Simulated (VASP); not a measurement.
# HfB2 (P6/mmm) in VASP: single point with LDA

Aim: the single point of HfB2 with LDA.

Everything below comes from runs of VASP 6.6.1. Logs are shortened: lines on timing, memory, paths and dates and some standing lists are left out, and cuts for length are marked.

## Step 1: The cell of the first run

The structure is hexagonal, space group P6/mmm (No. 191). The conventional cell has a = 3.140 Å, b = 3.140 Å, c = 3.480 Å, α = 90.00°, β = 90.00°, γ = 120.00°. Hf (site symmetry 6/mmm) has 12 B at 2.51 Å and 6 Hf at 3.14 Å within 3.3 Å. Within 2.4 Å of B (site symmetry -6m2) lie 3 B at 1.81 Å.

## Step 2: Single point, LDA

INCAR

```
PREC = Accurate
ENCUT = 520
EDIFF = 1E-7
ISMEAR = 1
SIGMA = 0.1
LREAL = F
LASPH = T
NELM = 60
ALGO = Normal
ISIF = 2
LWAVE = F
LCHARG = T
GGA = CA
LELF = T
LVHAR = T
NBANDS = 15
```

KPOINTS

```
Automatic mesh
0
Gamma
  10 10 8
```

POSCAR

```
HfB2
1.0
    3.1400000000      0.0000000000      0.0000000000
   -1.5700000000      2.7193197700      0.0000000000
    0.0000000000      0.0000000000      3.4800000000
Hf B
1 2
Direct
    0.0000000000      0.0000000000      0.0000000000
    0.3333333300      0.6666666700      0.5000000000
    0.6666666700      0.3333333300      0.5000000000
```

Potentials or basis: VASP PAW LDA potentials, release 64 (Hf_pv, B).

Started as:

```sh
cat potpaw_LDA.64/Hf_pv/POTCAR potpaw_LDA.64/B/POTCAR > POTCAR
mpirun -np 1 vasp_std > vasp.out
```

OUTCAR:

```text
PREC = Accurate
   ENCUT = 520
   EDIFF = 1E-7
   ISMEAR = 1
   LREAL = F
   LASPH = T
   NELM = 60
   ISIF = 2
   GGA = CA

 ion  position               nearest neighbor table
   1  0.000  0.000  0.000-   2 2.51   3 2.51   2 2.51   3 2.51   3 2.51   3 2.51   2 2.51   2 2.51
                             3 2.51   3 2.51   2 2.51   2 2.51
   2  0.333  0.667  0.500-   3 1.81   3 1.81   3 1.81   1 2.51   1 2.51   1 2.51   1 2.51   1 2.51
                             1 2.51
   3  0.667  0.333  0.500-   2 1.81   2 1.81   2 1.81   1 2.51   1 2.51   1 2.51   1 2.51   1 2.51
                             1 2.51

  LATTYP: Found a hexagonal cell.
 ALAT       =     3.1400000000
 C/A-ratio  =     1.1082802548

  Lattice vectors:

 A1 = (   3.1400000000,   0.0000000000,   0.0000000000)
 A2 = (  -1.5700000000,   2.7193197700,   0.0000000000)
 A3 = (   0.0000000000,   0.0000000000,   3.4800000000)

Analysis of symmetry for initial positions (statically):
=====================================================================
 Subroutine PRICEL returns:
 Original cell was already a primitive cell.

 Routine SETGRP: Setting up the symmetry group for a
 hexagonal supercell.

 Subroutine GETGRP returns: Found 24 space group operations
 (whereof 24 operations were pure point group operations)
 out of a pool of 24 trial point group operations.

The static configuration has the point symmetry D_6h.

Analysis of symmetry for dynamics (positions and initial velocities):
=====================================================================
 Subroutine PRICEL returns:
 Original cell was already a primitive cell.

 Routine SETGRP: Setting up the symmetry group for a
 hexagonal supercell.

 Subroutine GETGRP returns: Found 24 space group operations
 (whereof 24 operations were pure point group operations)
 out of a pool of 24 trial point group operations.

The dynamic configuration has the point symmetry D_6h.

 Subroutine INISYM returns: Found 24 space group operations
 (whereof 24 operations are pure point group operations),
 and found     1 'primitive' translations

----------------------------------------------------------------------------------------

                                     Primitive cell

  volume of cell :      29.7146

  direct lattice vectors                    reciprocal lattice vectors
     3.140000000  0.000000000  0.000000000     0.318471338  0.183869512  0.000000000
    -1.570000000  2.719319770  0.000000000     0.000000000  0.367739025  0.000000000
     0.000000000  0.000000000  3.480000000     0.000000000  0.000000000  0.287356322

  length of vectors
     3.140000000  3.140000002  3.480000000     0.367739025  0.367739025  0.287356322

  position of ions in fractional coordinates (direct lattice)
     0.000000000  0.000000000  0.000000000
     0.333333330  0.666666670  0.500000000
     0.666666670  0.333333330  0.500000000

  ion indices of the primitive-cell ions
   primitive index   ion index
                 1           1
                 2           2
                 3           3

----------------------------------------------------------------------------------------

 KPOINTS: Automatic mesh

Automatic generation of k-mesh.
 Grid dimensions read from file:
 generate k-points for:   10   10    8

 Generating k-lattice:

  Cartesian coordinates                     Fractional coordinates (reciprocal lattice)
     0.031847134  0.018386951  0.000000000     0.100000000  0.000000000  0.000000000
     0.000000000  0.036773902  0.000000000     0.000000000  0.100000000  0.000000000
     0.000000000  0.000000000  0.035919540     0.000000000  0.000000000  0.125000000

  Length of vectors
     0.036773902  0.036773902  0.035919540

  Shift w.r.t. Gamma in fractional coordinates (k-lattice)
     0.000000000  0.000000000  0.000000000

 Subroutine IBZKPT returns following result:
 ===========================================

 Found     70 irreducible k-points:

 Following reciprocal coordinates:
            Coordinates               Weight
  0.000000  0.000000  0.000000      1.000000
  0.100000  0.000000  0.000000      6.000000
  0.200000  0.000000  0.000000      6.000000
  0.300000  0.000000  0.000000      6.000000
  0.400000  0.000000  0.000000      6.000000
  0.500000  0.000000  0.000000      3.000000
[... 16 lines left out ...]
  0.300000  0.100000  0.125000     24.000000
  0.400000  0.100000  0.125000     24.000000
 [... further k-points ...]
   k-points           NKPTS =     70   k-points in BZ     NKDIM =     70   number of bands    NBANDS=     15
   number of dos      NEDOS =    301   number of ions     NIONS =      3
   total plane-waves  NPLWV =  16128
   dimension x,y,z NGX =    24 NGY =   24 NGZ =   28
   dimension x,y,z NGXF=    48 NGYF=   48 NGZF=   56
   ions per type =               1   2
   NGX,Y,Z   is equivalent  to a cutoff of  12.71, 12.71, 13.38 a.u.
   NGXF,Y,Z  is equivalent  to a cutoff of  25.41, 25.41, 26.75 a.u.
 SYSTEM =  unknown system
   PREC   = accura    normal or accurate (medium, high low for compatibility)
   ISTART =      0    job   : 0-new  1-cont  2-samecut
   ICHARG =      2    charge: 1-file 2-atom 10-const
   ISPIN  =      1    spin polarized calculation?
   LNONCOLLINEAR =      F non collinear calculations
   LSORBIT =      F    spin-orbit coupling
   LASPH  =      T    aspherical Exc in radial PAW
   ENCUT  =  520.0 eV  38.22 Ry    6.18 a.u.   5.84  5.84  6.47*2*pi/ulx,y,z
   NELM   =     60;   NELMIN=  2; NELMDL= -5     # of ELM steps
   EDIFF  = 0.1E-06   stopping-criterion for ELM
   LREAL  =      F    real-space projection
   EDIFFG = 0.1E-05   stopping-criterion for IOM
   NSW    =      0    number of steps for IOM
   IBRION =     -1    ionic relax: 0-MD 1-quasi-New 2-CG
   NFREE  =      0    steps in history (QN), initial steepest desc. (CG)
   ISIF   =      2    stress and relaxation
   ISYM   =      2    0-nonsym 1-usesym 2-fastsym
   POTIM  = 0.5000    time-step for ionic-motion
   TEBEG  =    0.0;   TEEND  =   0.0 temperature during run
   PSTRESS=    0.0 pullay stress
   NELECT =      16.0000    total number of electrons
   NUPDOWN=      -1.0000    fix difference up-down
   EMIN   =  10.00;   EMAX   =-10.00  energy-range for DOS
   EFERMI =   0.00;   METHOD = LEGACY
   ISMEAR =     1;   SIGMA  =   0.10  broadening in eV -4-tet -1-fermi 0-gaus
   EFERMI_NEDOS =   21; number of points for ismear=-14 and -15
   IALGO  =     38    algorithm
   IMIX   =      4    mixing-type and parameters
     AMIX     =   0.40;   BMIX     =  1.00
     AMIX_MAG =   1.60;   BMIX_MAG =  1.00
  volume/ion in A,a.u.               =       9.90        66.84
  Fermi-wavevector in a.u.,A,eV,Ry     =   1.331860  2.516850 24.134693  1.773850
  Thomas-Fermi vector in A             =   2.460838
   LORBIT       =      0    0 simple, 1 ext, 2 COOP (PROOUT), +10 PAW based schemes
   GGA     = CA    functional components
   LHFCALC =     F    Hartree Fock is set to
   AEXX    =    0.0000 exact exchange contribution
   IVDW    =     0    specifies the selected vdW correction
   LEPSILON=     F    determine dielectric tensor
   LRPA    =     F    only Hartree local field effects (RPA)
 non-spin polarized calculation
 Methfessel and Paxton  Order N= 1 SIGMA  =   0.10
  energy-cutoff  :      520.00
  volume of cell :       29.71
 maximum number of plane-waves:       816
 NGX is ok and might be reduce to    24
   NGX = 11   NGY = 11   NGZ = 13

 number of electron      15.9999998 magnetization

 Free energy of the ion-electron system (eV)
  ---------------------------------------------------
  ext. energy  EPLUGINS =         0.00000000
  ---------------------------------------------------
  free energy    TOTEN  =       -28.91684038 eV

  energy without entropy =      -28.91632440  energy(sigma->0) =      -28.91666839

 E-fermi :   7.4937     XC(G=0): -12.7223

 val. band max:        7.4685961864   @ k =   0.2000   0.2000   0.1250
 cond. band min:       7.7674782731   @ k =   0.1000   0.1000   0.2500
 fundamental gap:      0.2988820867
 Fermi energy:         7.4936927547

 k-point     1 :       0.0000    0.0000    0.0000
  band No.  band energies     occupation
      1     -22.8309      2.00000
      2     -22.3264      2.00000
      3     -22.3264      2.00000
      4      -5.9064      2.00000
      5       4.6473      2.00000
      6       4.7711      2.00000
      7       4.7711      2.00000
      8       4.9659      2.00000
      9      11.5903      0.00000
     10      11.5903      0.00000
     11      12.2448      0.00000
     12      12.2448      0.00000
     13      12.6932      0.00000
     14      12.6932      0.00000
     15      12.8279      0.00000

 k-point     2 :       0.1000    0.0000    0.0000
  band No.  band energies     occupation
      1     -22.8181      2.00000
      2     -22.4054      2.00000
      3     -22.3439      2.00000
      4      -5.6912      2.00000
      5       4.1976      2.00000
      6       4.7632      2.00000
      7       4.7725      2.00000
      8       4.8606      2.00000
      9      10.9467      0.00000
     10      11.4446      0.00000
     11      11.4979      0.00000
     12      11.8550      0.00000
     13      13.3251      0.00000
     14      13.7838      0.00000
     15      14.0607      0.00000
[... 365 lines left out ...]
      3     -22.5064      2.00000
      4      -3.3255      2.00000
      5       0.6490      2.00000
      6       3.2377      2.00000
      7       3.9408      2.00000
      8       5.8689      2.00000
      9       8.7170     -0.00000
     10      10.9707      0.00000
     11      11.9187      0.00000
     12      13.1894      0.00000
     13      15.0386      0.00000
     14      15.7241      0.00000
     15      18.5405      0.00000

 k-point    24 :       0.4000    0.1000    0.1250
  band No.  band energies     occupation
      1     -23.0554      2.00000
      2     -22.7309      2.00000
      3     -22.5458      2.00000
      4      -2.1408      2.00000
      5      -0.7822      2.00000
      6       3.0680      2.00000
      7       3.9288      2.00000
      8       5.4345      2.00000
      9       8.8169     -0.00000
     10      11.7542      0.00000
     11      11.8543      0.00000
     12      13.8588      0.00000
     13      15.1958      0.00000
     14      16.1213      0.00000
     15      18.4294      0.00000

 [... further k-points ...]

------------------------ aborting loop because EDIFF is reached ----------------------------------------

  FORCE on cell =-STRESS in cart. coord.  units (eV):
  Direction    XX          YY          ZZ          XY          YZ          ZX
  --------------------------------------------------------------------------------------
  -------------------------------------------------------------------------------------
  Total       -1.8256480     -1.8256481     -1.7479715      0.0000000      0.0000000      0.0000000
  in kB      -98.4370221    -98.4370223    -94.2487871      0.0000000      0.0000000      0.0000000
  external PRESSURE =     -97.0409438 kB  Pullay stress =       0.0000000 kB

 VOLUME and BASIS-vectors are now :
 -----------------------------------------------------------------------------
  energy-cutoff  :      520.00
  volume of cell :       29.71
      direct lattice vectors                 reciprocal lattice vectors
     3.140000000  0.000000000  0.000000000     0.318471338  0.183869512  0.000000000
    -1.570000000  2.719319770  0.000000000     0.000000000  0.367739025  0.000000000
     0.000000000  0.000000000  3.480000000     0.000000000  0.000000000  0.287356322

 POSITION                                       TOTAL-FORCE (eV/Angst)
 -----------------------------------------------------------------------------------
      0.00000      0.00000      0.00000        -0.000000      0.000000     -0.000000
     -0.00000      1.81288      1.74000         0.000000     -0.000000     -0.000000
      1.57000      0.90644      1.74000        -0.000000      0.000000      0.000000
 -----------------------------------------------------------------------------------
    total drift:                                0.000000     -0.000000     -0.000000

  FREE ENERGIE OF THE ION-ELECTRON SYSTEM (eV)
  ---------------------------------------------------
  free  energy   TOTEN  =       -28.9168403795 eV

  energy  without entropy=      -28.9163244036  energy(sigma->0) =      -28.91666839
```

Run time: 37 s. Hardware: 1 thread of AMD EPYC 7R13, shared host; peak memory 0.12 GiB.

Results:

```yaml
Free_energy: -28.9168 eV
Pressure: -9.7 GPa
Band_gap_on_the_k_mesh: zero (bands 8 and 9 overlap by 0.82 eV)
```

Stress tensor (GPa, compression positive):
```
-9.84  0.00  0.00
 0.00 -9.84  0.00
 0.00  0.00 -9.42
```

Levels at points of the mesh, in eV from the Fermi level:
```tsv
k point	band 4	band 5	band 6	band 7	band 8	band 9	band 10	band 11	band 12	band 13
(0.00, 0.00, 0.00)	-13.40	-2.85	-2.72	-2.72	-2.53	4.10	4.10	4.75	4.75	5.20
(0.50, 0.00, 0.00)	-9.50	-8.68	-3.95	-3.21	-2.71	2.32	2.82	5.72	5.80	6.57
(0.00, 0.00, 0.50)	-10.94	-8.13	-1.00	-1.00	0.45	0.45	1.11	1.11	2.31	5.26
(0.50, 0.00, 0.50)	-10.02	-7.19	-4.78	-4.52	-2.39	4.23	4.31	6.33	7.32	7.43
```

Caveat: the cell stands under tension; spin-orbit coupling is left out, which moves the levels of the heavy elements.
